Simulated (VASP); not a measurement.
# Si8GeSb3S2 in VASP: single point with revPBE+D3(BJ)

Aim: the single point of Si8GeSb3S2 with revPBE+D3(BJ).

Everything below comes from runs of VASP 6.6.1. Logs are shortened: lines on timing, memory, paths and dates and some standing lists are left out, and cuts for length are marked.

**1. The cell of the first run**

The cell holds a disordered packing, 14 atoms: a = 6.543 Å, b = 6.492 Å, c = 7.232 Å, α = 90.87°, β = 78.81°, γ = 84.38°.

**2. Single point, revPBE+D3(BJ)**

Contents of INCAR:

```
PREC = Accurate
ENCUT = 410
EDIFF = 1E-6
ISMEAR = 0
SIGMA = 0.1
LREAL = False
LASPH = True
NELM = 120
ALGO = Normal
ISIF = 2
LWAVE = False
LCHARG = False
GGA = RE
IVDW = 12
NBANDS = 50
GGA_COMPAT = False
```

Contents of KPOINTS:

```
regular mesh
0
Gamma
  5 5 5
```

Contents of POSCAR:

```
Si8GeSb3S2
1.0
    6.4993330000      0.3385740000      0.6711220000
    0.3104480000      6.4845780000     -0.0784620000
    0.6718110000     -0.0546590000      7.2000240000
Ge S Sb Si
1 2 3 8
Direct
    0.4503076473      0.5164046360      0.7646691868
    0.7157914003      0.6459427341      0.5297872804
    0.2902507819      0.5808192956      0.2999972525
    0.0152535682      0.2913680491      0.6360448705
    0.0741847257      0.3145195459      0.0152341744
    0.9220547867      0.9821230868      0.2601018521
    0.2405439670      0.7397200798      0.5818830241
    0.4731229681      0.7192849338      0.0544627752
    0.8764018975      0.8066632021      0.7142199421
    0.5570838860      0.2042498172      0.2973492854
    0.3863822017      0.0586764666      0.5634875548
    0.6351204189      0.1284351788      0.7487308775
    0.4304255321      0.0801871762      0.0431894307
    0.8378146216      0.6952403447      0.0293028627
```

Potentials or basis: VASP PAW PBE potentials, release 64 (Ge_d, S, Sb, Si).

On the command line:

```
$ cat potpaw_PBE.64/Ge_d/POTCAR potpaw_PBE.64/S/POTCAR potpaw_PBE.64/Sb/POTCAR potpaw_PBE.64/Si/POTCAR > POTCAR
$ mpirun -np 1 vasp_std > vasp.out
```

OUTCAR:

```text
PREC = Accurate
   ENCUT = 410
   EDIFF = 1E-6
   ISMEAR = 0
   LREAL = False
   LASPH = True
   NELM = 120
   ISIF = 2
   GGA = RE
   IVDW = 12
 IVDW          = 12

 ion  position               nearest neighbor table
   1  0.450  0.516  0.765-   2 2.41   7 2.47   8 2.50  12 2.68   5 3.17
   2  0.716  0.646  0.530-   9 2.17   1 2.41   4 3.08   6 3.17
   3  0.290  0.581  0.300-   8 2.20   7 2.22  10 2.86   5 3.28
   4  0.015  0.291  0.636-  11 2.69  12 2.78   5 2.85   2 3.08   7 3.38   9 3.39   9 3.39   6 3.54

   5  0.074  0.315  0.015-  13 2.70  14 2.77   4 2.85   6 2.94   1 3.17   3 3.28
   6  0.922  0.982  0.260-  10 2.63  14 2.65   5 2.94   2 3.17   9 3.46   4 3.54
   7  0.241  0.740  0.582-   3 2.22  11 2.36   9 2.38   1 2.47   4 3.38
   8  0.473  0.719  0.054-   3 2.20  13 2.34  14 2.35   1 2.50
   9  0.876  0.807  0.714-   2 2.17  14 2.38   7 2.38  12 2.47   4 3.39   4 3.39   6 3.46
  10  0.557  0.204  0.297-  11 2.30  13 2.32   6 2.63   3 2.86
  11  0.386  0.059  0.563-  10 2.30   7 2.36  12 2.37   4 2.69
  12  0.635  0.128  0.749-  13 2.33  11 2.37   9 2.47   1 2.68   4 2.78
  13  0.430  0.080  0.043-  10 2.32  12 2.33   8 2.34   5 2.70
  14  0.838  0.695  0.029-   8 2.35   9 2.38   6 2.65   5 2.77

  LATTYP: Found a triclinic cell.
 ALAT       =     8.7542868861
 B/A-ratio  =     0.7416342734
 C/A-ratio  =     0.8260529957
 COS(alpha) =     0.0151395201
 COS(beta)  =     0.1562350139
 COS(gamma) =     0.6684327497

  Lattice vectors:

 A1 = (  -6.1888850000,   6.1460040000,  -0.7495840000)
 A2 = (   0.3104480000,   6.4845780000,  -0.0784620000)
 A3 = (  -0.6718110000,   0.0546590000,  -7.2000240000)

Analysis of symmetry for initial positions (statically):
=====================================================================
 Subroutine PRICEL returns:
 Original cell was already a primitive cell.

 Routine SETGRP: Setting up the symmetry group for a
 triclinic supercell.

 Subroutine GETGRP returns: Found  1 space group operations
 (whereof  1 operations were pure point group operations)
 out of a pool of  2 trial point group operations.

The static configuration has the point symmetry C_1 .

Analysis of symmetry for dynamics (positions and initial velocities):
=====================================================================
 Subroutine PRICEL returns:
 Original cell was already a primitive cell.

 Routine SETGRP: Setting up the symmetry group for a
 triclinic supercell.

 Subroutine GETGRP returns: Found  1 space group operations
 (whereof  1 operations were pure point group operations)
 out of a pool of  2 trial point group operations.

The dynamic configuration has the point symmetry C_1 .

 Subroutine INISYM returns: Found  1 space group operations
 (whereof  1 operations are pure point group operations),
 and found     1 'primitive' translations

----------------------------------------------------------------------------------------

                                     Primitive cell

  volume of cell :     299.7105

  direct lattice vectors                    reciprocal lattice vectors
     6.499333000  0.338574000  0.671122000     0.155766391 -0.007633848 -0.014592012
     0.310448000  6.484578000 -0.078462000    -0.008256045  0.154630821  0.001944225
     0.671811000 -0.054659000  7.200024000    -0.014609123  0.002396643  0.140269750

  length of vectors
     6.542657452  6.492479194  7.231504907     0.156634514  0.154863272  0.141048833

  position of ions in fractional coordinates (direct lattice)
     0.450307647  0.516404636  0.764669187
     0.715791400  0.645942734  0.529787280
     0.290250782  0.580819296  0.299997252
     0.015253568  0.291368049  0.636044871
     0.074184726  0.314519546  0.015234174
     0.922054787  0.982123087  0.260101852
     0.240543967  0.739720080  0.581883024
     0.473122968  0.719284934  0.054462775
     0.876401898  0.806663202  0.714219942
     0.557083886  0.204249817  0.297349285
     0.386382202  0.058676467  0.563487555
     0.635120419  0.128435179  0.748730878
     0.430425532  0.080187176  0.043189431
     0.837814622  0.695240345  0.029302863

  ion indices of the primitive-cell ions
   primitive index   ion index
                 1           1
                 2           2
                 3           3
                 4           4
                 5           5
                 6           6
                 7           7
                 8           8
                 9           9
                10          10
                11          11
                12          12
                13          13
                14          14

----------------------------------------------------------------------------------------

 KPOINTS: regular mesh

Automatic generation of k-mesh.
 Grid dimensions read from file:
 generate k-points for:    5    5    5

 Generating k-lattice:

  Cartesian coordinates                     Fractional coordinates (reciprocal lattice)
     0.031153278 -0.001526770 -0.002918402     0.200000000  0.000000000 -0.000000000
    -0.001651209  0.030926164  0.000388845    -0.000000000  0.200000000  0.000000000
    -0.002921825  0.000479329  0.028053950    -0.000000000  0.000000000  0.200000000

  Length of vectors
     0.031326903  0.030972654  0.028209767

  Shift w.r.t. Gamma in fractional coordinates (k-lattice)
     0.000000000  0.000000000  0.000000000

 Subroutine IBZKPT returns following result:
 ===========================================

 Found     63 irreducible k-points:

 Following reciprocal coordinates:
            Coordinates               Weight
  0.000000  0.000000  0.000000      1.000000
  0.200000  0.000000  0.000000      2.000000
  0.400000  0.000000  0.000000      2.000000
 -0.000000  0.200000 -0.000000      2.000000
  0.200000  0.200000  0.000000      2.000000
  0.400000  0.200000  0.000000      2.000000
[... 16 lines left out ...]
 -0.200000  0.200000  0.200000      2.000000
  0.000000  0.400000  0.200000      2.000000
 [... further k-points ...]
   k-points           NKPTS =     63   k-points in BZ     NKDIM =     63   number of bands    NBANDS=     50
   number of dos      NEDOS =    301   number of ions     NIONS =     14
   total plane-waves  NPLWV = 110592
   dimension x,y,z NGX =    48 NGY =   48 NGZ =   48
   dimension x,y,z NGXF=    96 NGYF=   96 NGZF=   96
   ions per type =               1   2   3   8
   NGX,Y,Z   is equivalent  to a cutoff of  12.20, 12.29, 11.03 a.u.
   NGXF,Y,Z  is equivalent  to a cutoff of  24.39, 24.58, 22.07 a.u.
 SYSTEM =  unknown system
   PREC   = accura    normal or accurate (medium, high low for compatibility)
   ISTART =      0    job   : 0-new  1-cont  2-samecut
   ICHARG =      2    charge: 1-file 2-atom 10-const
   ISPIN  =      1    spin polarized calculation?
   LNONCOLLINEAR =      F non collinear calculations
   LSORBIT =      F    spin-orbit coupling
   LASPH  =      T    aspherical Exc in radial PAW
   ENCUT  =  410.0 eV  30.13 Ry    5.49 a.u.  10.80 10.72 11.94*2*pi/ulx,y,z
   NELM   =    120;   NELMIN=  2; NELMDL= -5     # of ELM steps
   EDIFF  = 0.1E-05   stopping-criterion for ELM
   LREAL  =      F    real-space projection
   EDIFFG = 0.1E-04   stopping-criterion for IOM
   NSW    =      0    number of steps for IOM
   IBRION =     -1    ionic relax: 0-MD 1-quasi-New 2-CG
   NFREE  =      0    steps in history (QN), initial steepest desc. (CG)
   ISIF   =      2    stress and relaxation
   ISYM   =      2    0-nonsym 1-usesym 2-fastsym
   POTIM  = 0.5000    time-step for ionic-motion
   TEBEG  =    0.0;   TEEND  =   0.0 temperature during run
   PSTRESS=    0.0 pullay stress
   NELECT =      73.0000    total number of electrons
   NUPDOWN=      -1.0000    fix difference up-down
   EMIN   =  10.00;   EMAX   =-10.00  energy-range for DOS
   EFERMI =   0.00;   METHOD = LEGACY
   ISMEAR =     0;   SIGMA  =   0.10  broadening in eV -4-tet -1-fermi 0-gaus
   EFERMI_NEDOS =   21; number of points for ismear=-14 and -15
   IALGO  =     38    algorithm
   IMIX   =      4    mixing-type and parameters
     AMIX     =   0.40;   BMIX     =  1.00
     AMIX_MAG =   1.60;   BMIX_MAG =  1.00
  volume/ion in A,a.u.               =      21.41       144.47
  Fermi-wavevector in a.u.,A,eV,Ry     =   1.022387  1.932030 14.221819  1.045274
  Thomas-Fermi vector in A             =   2.156063
   LORBIT       =      0    0 simple, 1 ext, 2 COOP (PROOUT), +10 PAW based schemes
   GGA     = RE    functional components
   LHFCALC =     F    Hartree Fock is set to
   AEXX    =    0.0000 exact exchange contribution
   IVDW    =    12    specifies the selected vdW correction
   LEPSILON=     F    determine dielectric tensor
   LRPA    =     F    only Hartree local field effects (RPA)
 non-spin polarized calculation
 Gauss-broadening in eV      SIGMA  =   0.10
  energy-cutoff  :      410.00
  volume of cell :      299.71
 maximum number of plane-waves:      5672
 NGX is ok and might be reduce to    48
   NGX = 21   NGY = 21   NGZ = 23

 number of electron      73.0000000 magnetization

 Free energy of the ion-electron system (eV)
  ---------------------------------------------------
  ext. energy  EPLUGINS =         0.00000000
  ---------------------------------------------------
  free energy    TOTEN  =       -61.99458875 eV

  energy without entropy =      -61.98114178  energy(sigma->0) =      -61.98786526

 E-fermi :   6.7246     XC(G=0):  -9.7258

 val. band max:        6.7237151911   @ k =   0.4000   0.4000   0.4000
 cond. band min:       6.7381720244   @ k =  -0.4000  -0.4000   0.2000
 fundamental gap:      0.0144568334
 Fermi energy:         6.7246194293

 k-point     1 :       0.0000    0.0000    0.0000
  band No.  band energies     occupation
      1     -18.0796      2.00000
      2     -18.0424      2.00000
      3     -18.0258      2.00000
      4     -17.9828      2.00000
      5     -17.9703      2.00000
      6      -7.8544      2.00000
[... 40 lines left out ...]
     47      10.0617      0.00000
     48      10.3674      0.00000

 k-point     2 :       0.2000    0.0000    0.0000
  band No.  band energies     occupation
      1     -18.0796      2.00000
      2     -18.0424      2.00000
      3     -18.0258      2.00000
      4     -17.9828      2.00000
      5     -17.9703      2.00000
      6      -7.7986      2.00000
[... 40 lines left out ...]
     47       9.9054      0.00000
     48      10.4570      0.00000

 k-point     3 :       0.4000    0.0000    0.0000
  band No.  band energies     occupation
      1     -18.0796      2.00000
      2     -18.0425      2.00000
      3     -18.0258      2.00000
      4     -17.9828      2.00000
      5     -17.9703      2.00000
      6      -7.6761      2.00000
[... 40 lines left out ...]
     47       9.8495      0.00000
     48       9.9789      0.00000

 k-point     4 :      -0.0000    0.2000   -0.0000
  band No.  band energies     occupation
      1     -18.0796      2.00000
      2     -18.0425      2.00000
      3     -18.0258      2.00000
      4     -17.9828      2.00000
      5     -17.9703      2.00000
      6      -7.8290      2.00000
[... 958 lines left out ...]
     47       9.5446      0.00000
     48       9.9596      0.00000

 k-point    23 :      -0.2000    0.2000    0.2000
  band No.  band energies     occupation
      1     -18.0796      2.00000
      2     -18.0424      2.00000
      3     -18.0258      2.00000
      4     -17.9828      2.00000
      5     -17.9703      2.00000
      6      -7.7294      2.00000
[... 40 lines left out ...]
     47       9.6812      0.00000
     48       9.9330      0.00000

 k-point    24 :       0.0000    0.4000    0.2000
  band No.  band energies     occupation
      1     -18.0796      2.00000
      2     -18.0425      2.00000
      3     -18.0258      2.00000
      4     -17.9828      2.00000
      5     -17.9703      2.00000
      6      -7.7565      2.00000
[... 40 lines left out ...]
     47       9.7119      0.00000
     48       9.8852      0.00000

 [... further k-points ...]

 [bands above 48 left out]

------------------------ aborting loop because EDIFF is reached ----------------------------------------

 Edisp (eV)   -9.87592

 E8    (eV) :    -6.8376

  FORCE on cell =-STRESS in cart. coord.  units (eV):
  Direction    XX          YY          ZZ          XY          YZ          ZX
  --------------------------------------------------------------------------------------
  -------------------------------------------------------------------------------------
  Total      -2.21283    -2.75415    -1.63610     0.17780     0.14920    -0.05197
  in kB     -11.82923   -14.72302    -8.74620     0.95050     0.79760    -0.27781
  external pressure =      -11.77 kB  Pullay stress =        0.00 kB

 VOLUME and BASIS-vectors are now :
 -----------------------------------------------------------------------------
  energy-cutoff  :      410.00
  volume of cell :      299.71
      direct lattice vectors                 reciprocal lattice vectors
     6.499333000  0.338574000  0.671122000     0.155766391 -0.007633848 -0.014592012
     0.310448000  6.484578000 -0.078462000    -0.008256045  0.154630821  0.001944225
     0.671811000 -0.054659000  7.200024000    -0.014609123  0.002396643  0.140269750

 POSITION                                       TOTAL-FORCE (eV/Angst)
 -----------------------------------------------------------------------------------
      3.60073      3.45933      5.76733        -0.045364     -0.037418      0.071308
      5.20862      4.40206      4.24418         0.091796     -0.176919     -0.109853
      2.26829      3.84824      2.30921        -0.312180      0.223506      0.045781
      0.61689      1.85980      4.56691        -0.050268      0.055309      0.034677
      0.59003      2.06381      0.13480        -0.138169     -0.050441      0.043662
      6.47238      6.66662      2.41449         0.242226     -0.001220     -0.153566
      2.18394      4.84641      4.29297        -0.027625      0.113098      0.059066
      3.33487      4.82147      0.65322        -0.003936      0.024460     -0.055241
      6.42628      5.48856      5.66728         0.170118     -0.060915      0.040845
      3.88385      1.49684      2.49877         0.008344      0.009091     -0.191207
      2.90800      0.48051      4.31183        -0.029328     -0.155686      0.125950
      4.67074      1.00696      5.80705        -0.075987      0.135759      0.196078
      2.85139      0.66335      0.59354         0.069160     -0.028489     -0.073549
      5.68076      4.79040      0.71871         0.101212     -0.050136     -0.033951
 -----------------------------------------------------------------------------------
    total drift:                                0.000351     -0.001014     -0.001078

  FREE ENERGIE OF THE ION-ELECTRON SYSTEM (eV)
  ---------------------------------------------------
  free  energy   TOTEN  =       -71.8705063427 eV

  energy  without entropy=      -71.8570593699  energy(sigma->0) =      -71.86378286
```

Run time: 23 min. Hardware: 1 thread of Intel Xeon 8259CL, shared host; peak memory 0.66 GiB.

What came out:

| Item | Value |
| --- | --- |
| Free energy | -71.8705 eV |
| Pressure | -1.2 GPa |
| Largest force | 0.387 eV/Å |
| Band gap on the k mesh | zero (an odd number of electrons rules out a gap without spin polarisation) |
| Dispersion energy per atom | -0.705 eV |

Forces on the atoms (eV/Å):
```
Ge  -0.045 -0.037  0.071
S    0.092 -0.177 -0.110
S   -0.312  0.224  0.046
Sb  -0.050  0.055  0.035
Sb  -0.138 -0.050  0.044
Sb   0.242 -0.001 -0.154
Si  -0.028  0.113  0.059
Si  -0.004  0.024 -0.055
Si   0.170 -0.061  0.041
Si   0.008  0.009 -0.191
Si  -0.029 -0.156  0.126
Si  -0.076  0.136  0.196
Si   0.069 -0.028 -0.074
Si   0.101 -0.050 -0.034
```

Caveat: the PAW data sets were made with another functional, which shifts forces and pressure a little; spin-orbit coupling is left out, which moves the levels of the heavy elements; an odd number of electrons without spin polarisation forces a metal; a magnetic or distorted state may lie lower.
